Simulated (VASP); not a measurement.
# CrN2 (Pnnm) in VASP: settings compared

Aim: see how the results for CrN2 move with the level of theory and the settings. Levels: PBEsol, LDA. Tasks: single point.

Program: VASP 6.6.1. These are calculated values, not measurements. Logs are shortened: lines on timing, memory, paths and dates and some standing lists are left out, and cuts for length are marked.

### Step 1. The cell of the first run

It takes space group Pnnm (No. 58, orthorhombic). The conventional cell has a = 3.828 Å, b = 4.690 Å, c = 2.693 Å, α = 90.00°, β = 90.00°, γ = 90.00°. Cr (site symmetry 2/m) has 6 N at 1.98 to 1.99 Å within 2.6 Å. N (site symmetry m) has 1 N at 1.34 Å within 1.8 Å.

### Step 2. Single point, PBEsol, collinear spin, ferromagnetic start

INCAR

```
SYSTEM = CrN2
  ALGO = Normal
  EDIFF = 1E-6
  ENCUT = 520
  GGA = PS
  ISIF = 2
  ISMEAR = -1
  ISPIN = 2
  LASPH = .True.
  LCHARG = .False.
  LMAXMIX = 4
  LORBIT = 11
  LREAL = .False.
  LWAVE = .False.
  MAGMOM = 3 3 0 0 0 0
  NBANDS = 35
  NELM = 150
  PREC = Accurate
  SIGMA = 0.05
```

KPOINTS

```
k-points
0
Gamma
  7 6 10
  0 0 0
```

POSCAR

```
CrN2
1.0
    3.8282793654      0.0000000000      0.0000000000
    0.0000000000      4.6898588097      0.0000000000
    0.0000000000      0.0000000000      2.6927075080
Cr N
2 4
Direct
    0.0000000000      0.0000000000      0.0000000000
    0.5000000000      0.5000000000      0.5000000000
    0.8641877268      0.5905189294      0.0000000000
    0.1358122732      0.4094810706      0.0000000000
    0.3641877268      0.9094810706      0.5000000000
    0.6358122732      0.0905189294      0.5000000000
```

Potentials or basis: VASP PAW PBE potentials, release 64 (Cr_pv, N).

Command:

```console
$ cat potpaw_PBE.64/Cr_pv/POTCAR potpaw_PBE.64/N/POTCAR > POTCAR
$ mpirun -np 1 vasp_std > vasp.out
```

OUTCAR:

```text
SYSTEM = CrN2
   EDIFF = 1E-6
   ENCUT = 520
   GGA = PS
   ISIF = 2
   ISMEAR = -1
   ISPIN = 2
   LASPH = .True.
   LORBIT = 11
   LREAL = .False.
   NELM = 150
   PREC = Accurate

 ion  position               nearest neighbor table
   1  0.000  0.000  0.000-   5 1.98   6 1.98   5 1.98   6 1.98   3 1.99   4 1.99
   2  0.500  0.500  0.500-   3 1.98   4 1.98   3 1.98   4 1.98   5 1.99   6 1.99
   3  0.864  0.591  0.000-   4 1.34   2 1.98   2 1.98   1 1.99
   4  0.136  0.409  0.000-   3 1.34   2 1.98   2 1.98   1 1.99
   5  0.364  0.909  0.500-   6 1.34   1 1.98   1 1.98   2 1.99
   6  0.636  0.091  0.500-   5 1.34   1 1.98   1 1.98   2 1.99

  LATTYP: Found a simple orthorhombic cell.
 ALAT       =     2.6927075080
 B/A-ratio  =     1.4217212059
 C/A-ratio  =     1.7416889119

  Lattice vectors:

 A1 = (   0.0000000000,   0.0000000000,   2.6927075080)
 A2 = (   3.8282793654,   0.0000000000,   0.0000000000)
 A3 = (   0.0000000000,   4.6898588097,   0.0000000000)

Analysis of symmetry for initial positions (statically):
=====================================================================
 Subroutine PRICEL returns:
 Original cell was already a primitive cell.

 Routine SETGRP: Setting up the symmetry group for a
 simple orthorhombic supercell.

 Subroutine GETGRP returns: Found  8 space group operations
 (whereof  4 operations were pure point group operations)
 out of a pool of  8 trial point group operations.

The static configuration has the point symmetry C_2h.
 The point group associated with its full space group is D_2h.

Analysis of symmetry for dynamics (positions and initial velocities):
=====================================================================
 Subroutine PRICEL returns:
 Original cell was already a primitive cell.

 Routine SETGRP: Setting up the symmetry group for a
 simple orthorhombic supercell.

 Subroutine GETGRP returns: Found  8 space group operations
 (whereof  4 operations were pure point group operations)
 out of a pool of  8 trial point group operations.

The dynamic configuration has the point symmetry C_2h.
 The point group associated with its full space group is D_2h.

Analysis of structural, dynamic, and magnetic symmetry:
=====================================================================
 Subroutine PRICEL returns:
 Original cell was already a primitive cell.

 Routine SETGRP: Setting up the symmetry group for a
 simple orthorhombic supercell.

 Subroutine GETGRP returns: Found  8 space group operations
 (whereof  4 operations were pure point group operations)
 out of a pool of  8 trial point group operations.

The overall configuration has the point symmetry C_2h.
 The point group associated with its full space group is D_2h.

 Subroutine INISYM returns: Found  8 space group operations
 (whereof  4 operations are pure point group operations),
 and found     1 'primitive' translations

----------------------------------------------------------------------------------------

                                     Primitive cell

  volume of cell :      48.3451

  direct lattice vectors                    reciprocal lattice vectors
     3.828279365  0.000000000  0.000000000     0.261213957  0.000000000  0.000000000
     0.000000000  4.689858810  0.000000000     0.000000000  0.213226035  0.000000000
     0.000000000  0.000000000  2.692707508     0.000000000  0.000000000  0.371373421

  length of vectors
     3.828279365  4.689858810  2.692707508     0.261213957  0.213226035  0.371373421

  position of ions in fractional coordinates (direct lattice)
     0.000000000  0.000000000  0.000000000
     0.500000000  0.500000000  0.500000000
     0.864187727  0.590518929  0.000000000
     0.135812273  0.409481071  0.000000000
     0.364187727  0.909481071  0.500000000
     0.635812273  0.090518929  0.500000000

  ion indices of the primitive-cell ions
   primitive index   ion index
                 1           1
                 2           2
                 3           3
[... 32 lines left out ...]
  0.000000  0.000000  0.000000      1.000000
  0.142857  0.000000  0.000000      2.000000
  0.285714  0.000000  0.000000      2.000000
  0.428571  0.000000  0.000000      2.000000
  0.000000  0.166667  0.000000      2.000000
  0.142857  0.166667  0.000000      4.000000
[... 16 lines left out ...]
  0.285714  0.166667  0.100000      8.000000
  0.428571  0.166667  0.100000      8.000000
 [... further k-points ...]
   k-points           NKPTS =     96   k-points in BZ     NKDIM =     96   number of bands    NBANDS=     35
   number of dos      NEDOS =    301   number of ions     NIONS =      6
   total plane-waves  NPLWV =  20160
   dimension x,y,z NGX =    28 NGY =   36 NGZ =   20
   dimension x,y,z NGXF=    56 NGYF=   72 NGZF=   40
   ions per type =               2   4
   NGX,Y,Z   is equivalent  to a cutoff of  12.16, 12.76, 12.35 a.u.
   NGXF,Y,Z  is equivalent  to a cutoff of  24.32, 25.52, 24.70 a.u.
 SYSTEM =  CrN2
   PREC   = accura    normal or accurate (medium, high low for compatibility)
   ISTART =      0    job   : 0-new  1-cont  2-samecut
   ICHARG =      2    charge: 1-file 2-atom 10-const
   ISPIN  =      2    spin polarized calculation?
   LNONCOLLINEAR =      F non collinear calculations
   LSORBIT =      F    spin-orbit coupling
   LASPH  =      T    aspherical Exc in radial PAW
   ENCUT  =  520.0 eV  38.22 Ry    6.18 a.u.   7.12  8.72  5.01*2*pi/ulx,y,z
   NELM   =    150;   NELMIN=  2; NELMDL= -5     # of ELM steps
   EDIFF  = 0.1E-05   stopping-criterion for ELM
   LREAL  =      F    real-space projection
   EDIFFG = 0.1E-04   stopping-criterion for IOM
   NSW    =      0    number of steps for IOM
   IBRION =     -1    ionic relax: 0-MD 1-quasi-New 2-CG
   NFREE  =      0    steps in history (QN), initial steepest desc. (CG)
   ISIF   =      2    stress and relaxation
   ISYM   =      2    0-nonsym 1-usesym 2-fastsym
   POTIM  = 0.5000    time-step for ionic-motion
   TEBEG  =    0.0;   TEEND  =   0.0 temperature during run
   PSTRESS=    0.0 pullay stress
   NELECT =      44.0000    total number of electrons
   NUPDOWN=      -1.0000    fix difference up-down
   EMIN   =  10.00;   EMAX   =-10.00  energy-range for DOS
   EFERMI =   0.00;   METHOD = LEGACY
   ISMEAR =    -1;   SIGMA  =   0.05  broadening in eV -4-tet -1-fermi 0-gaus
   EFERMI_NEDOS =   21; number of points for ismear=-14 and -15
   IALGO  =     38    algorithm
   IMIX   =      4    mixing-type and parameters
     AMIX     =   0.40;   BMIX     =  1.00
     AMIX_MAG =   1.60;   BMIX_MAG =  1.00
  volume/ion in A,a.u.               =       8.06        54.37
  Fermi-wavevector in a.u.,A,eV,Ry     =   1.586505  2.998060 34.245852  2.516999
  Thomas-Fermi vector in A             =   2.685806
   LORBIT       =     11    0 simple, 1 ext, 2 COOP (PROOUT), +10 PAW based schemes
   GGA     = PS    functional components
   LHFCALC =     F    Hartree Fock is set to
   AEXX    =    0.0000 exact exchange contribution
   IVDW    =     0    specifies the selected vdW correction
   LEPSILON=     F    determine dielectric tensor
   LRPA    =     F    only Hartree local field effects (RPA)
 spin polarized calculation
  energy-cutoff  :      520.00
  volume of cell :       48.35
 maximum number of plane-waves:      1324
   NGX = 15   NGY = 17   NGZ = 11

 number of electron      43.9999992 magnetization       4.1388973

 Free energy of the ion-electron system (eV)
  ---------------------------------------------------
  ext. energy  EPLUGINS =         0.00000000
  ---------------------------------------------------
  free energy    TOTEN  =       -55.96681447 eV

  energy without entropy =      -55.95828697  energy(sigma->0) =      -55.96255072

 E-fermi :   9.0702     XC(G=0): -13.3481

 val. band max:        9.0605029055   @ k =   0.4286   0.5000   0.1000
 cond. band min:       9.0867696245   @ k =   0.0000   0.1667   0.4000
 fundamental gap:      0.0262667190
 Fermi energy:         9.0702191820

 spin component 1

 k-point     1 :       0.0000    0.0000    0.0000
  band No.  band energies     occupation
      1     -34.9596      1.00000
      2     -34.9015      1.00000
      3     -34.8368      1.00000
      4     -34.8076      1.00000
      5     -34.7329      1.00000
      6     -34.7169      1.00000
[... 877 lines left out ...]
     33      17.3804      0.00000
     34      18.0935      0.00000

 [... further k-points ...]

 spin component 2

 k-point     1 :       0.0000    0.0000    0.0000
  band No.  band energies     occupation
      1     -32.8734      1.00000
      2     -32.8558      1.00000
      3     -32.8325      1.00000
      4     -32.8131      1.00000
      5     -32.5134      1.00000
      6     -32.4594      1.00000
[... 877 lines left out ...]
     33      17.9126      0.00000
     34      18.5619      0.00000

 [... further k-points ...]

 [bands above 34 left out]

------------------------ aborting loop because EDIFF is reached ----------------------------------------

  FORCE on cell =-STRESS in cart. coord.  units (eV):
  Direction    XX          YY          ZZ          XY          YZ          ZX
  --------------------------------------------------------------------------------------
  -------------------------------------------------------------------------------------
  Total        3.1991692      3.0989417      2.9932078      0.0000000      0.0000000      0.0000000
  in kB      106.0218107    102.7002296     99.1961648      0.0000000      0.0000000      0.0000000
  external PRESSURE =     102.6394017 kB  Pullay stress =       0.0000000 kB

 VOLUME and BASIS-vectors are now :
 -----------------------------------------------------------------------------
  energy-cutoff  :      520.00
  volume of cell :       48.35
      direct lattice vectors                 reciprocal lattice vectors
     3.828279365  0.000000000  0.000000000     0.261213957  0.000000000  0.000000000
     0.000000000  4.689858810  0.000000000     0.000000000  0.213226035  0.000000000
     0.000000000  0.000000000  2.692707508     0.000000000  0.000000000  0.371373421

 POSITION                                       TOTAL-FORCE (eV/Angst)
 -----------------------------------------------------------------------------------
      0.00000      0.00000      0.00000         0.000000      0.000000     -0.000000
      1.91414      2.34493      1.34635         0.000000      0.000000     -0.000000
      3.30835      2.76945      0.00000        -0.057919      0.048114     -0.000000
      0.51993      1.92041      0.00000         0.057919     -0.048114      0.000000
      1.39421      4.26534      1.34635        -0.057919     -0.048114      0.000000
      2.43407      0.42452      1.34635         0.057919      0.048114      0.000000
 -----------------------------------------------------------------------------------
    total drift:                               -0.000000      0.000000      0.000000

  FREE ENERGIE OF THE ION-ELECTRON SYSTEM (eV)
  ---------------------------------------------------
  free  energy   TOTEN  =       -55.9668144697 eV

  energy  without entropy=      -55.9582869729  energy(sigma->0) =      -55.96255072

 total charge

# of ion       s       p       d       tot
------------------------------------------
    1        0.365   6.462   4.244  11.071
    2        0.365   6.462   4.244  11.071
    3        1.249   2.543   0.000   3.792
    4        1.249   2.543   0.000   3.792
    5        1.249   2.543   0.000   3.792
    6        1.249   2.543   0.000   3.792
--------------------------------------------------
tot          5.727  23.097   8.488  37.312

 magnetization (x)

# of ion       s       p       d       tot
------------------------------------------
    1        0.011   0.026   2.052   2.088
    2        0.011   0.026   2.052   2.088
    3       -0.002  -0.058   0.000  -0.060
    4       -0.002  -0.058   0.000  -0.060
    5       -0.002  -0.058   0.000  -0.060
    6       -0.002  -0.058   0.000  -0.060
--------------------------------------------------
tot          0.014  -0.180   4.103   3.937
```

Wall time 2.7 min (1 thread of Intel Xeon Platinum 8488C (Sapphire Rapids), shared host); peak memory 0.33 GiB.

Results:

- Free energy: -55.9668 eV
- Pressure: 10.3 GPa
- Largest force: 0.075 eV/Å
- Net moment: 4.14 μB per cell
- Site moments: Cr +2.09; N -0.06 μB
- Valence electrons inside the program's atomic spheres: Cr 11.07; N 3.79

Forces on the atoms (eV/Å):
```
Cr   0.000  0.000  0.000
Cr   0.000  0.000  0.000
N   -0.058  0.048  0.000
N    0.058 -0.048  0.000
N   -0.058 -0.048  0.000
N    0.058  0.048  0.000
```

Caveat: the PAW data sets were made with another functional, which shifts forces and pressure a little; only a ferromagnetic start was run, and an antiferromagnetic order may lie lower in energy. With open d or f shells a metallic result of PBEsol can be an artefact of self-interaction; +U or a hybrid may open a gap.

(Continued in part 2 of 3.)
